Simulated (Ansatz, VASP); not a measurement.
## One calculation of MgRhF5, two programs

```
CELL_PARAMETERS angstrom
3.47030 0.00000 0.00000
0.00000 3.47030 0.00000
0.00000 0.00000 5.61125
ATOMIC_POSITIONS crystal
Mg 0.00000 0.00000 0.50000
Rh 0.50000 0.50000 0.00000
F 0.00000 0.00000 0.00000
F 0.50000 0.00000 0.71090
F 0.00000 0.50000 0.71090
F 0.50000 0.00000 0.28910
F 0.00000 0.50000 0.28910
```

Alike in both runs: task single point; functional r2SCAN; dispersion rVV10; k mesh 8 × 8 × 6; occupations fermi-dirac, width 0.03 eV; no spin polarisation.

|  | VASP | Ansatz |
| --- | --- | --- |
| version | VASP 6.6.1 | Ansatz 0.2.0 |
| potentials or method | VASP PAW PBE potentials, release 64 (Mg, Rh_pv, F) | plane waves, PAW |
| plane-wave cutoff (eV) | 520 | 500 |
| valence electrons in the cell | 52 | 62 |

VASP gave:

```
pressure (GPa)                                                : -0.5
traceless stress, the component that is largest in VASP (GPa) : 0.13
rms of the force components (eV/Å)                            : 0.032
```

Question: Estimate Ansatz's values.

Answer: Pressure (GPa): 0.1; traceless stress, the component that is largest in VASP (GPa): 0.12; rms of the force components (eV/Å): 0.006.

VASP's potentials were made for PBE, not for r2SCAN. Atom by atom the forces differ by 0.026 eV/Å (rms over components). VASP's potentials hold 52 valence electrons a cell and Ansatz's 62, so a difference there can come from the potentials and not from the codes.
